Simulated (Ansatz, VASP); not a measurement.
One calculation of KCl, two programs

```
CELL_PARAMETERS angstrom
0.00000 3.11481 3.11481
3.11481 0.00000 3.11481
3.11481 3.11481 0.00000
ATOMIC_POSITIONS crystal
K 0.00000 0.00000 0.00000
Cl 0.50000 0.50000 0.50000
```

Alike in both runs: task relaxation of cell and atoms; functional LDA; k mesh 5 × 5 × 5; no spin polarisation.

|  | VASP | Ansatz |
| --- | --- | --- |
| version | VASP 6.6.1 | Ansatz 0.2.0 |
| potentials or method | VASP PAW LDA potentials, release 64 (K_sv, Cl), cutoff 500 eV | PAW plane waves |
| occupations | methfessel-paxton of order 1, width 0.01 eV | cold, width 0.01 eV |
| valence electrons in the cell | 16 | 16 |

Ansatz gave:

```
gap on the k mesh at the Fermi level, each at its own relaxed structure (eV) : 5.11
relaxed volume (Å³/atom)                                                     : 28.05
relaxed cell length with the largest relative difference (Å)                 : 4.297
```

Problem. Which values does VASP return?

Solution. gap on the k mesh at the Fermi level, each at its own relaxed structure (eV): 5.09; relaxed volume (Å³/atom): 28.21; relaxed cell length with the largest relative difference (Å): 4.305.

LDA's correlation is that of Perdew and Zunger in VASP and of Perdew and Wang (1992) in Ansatz.
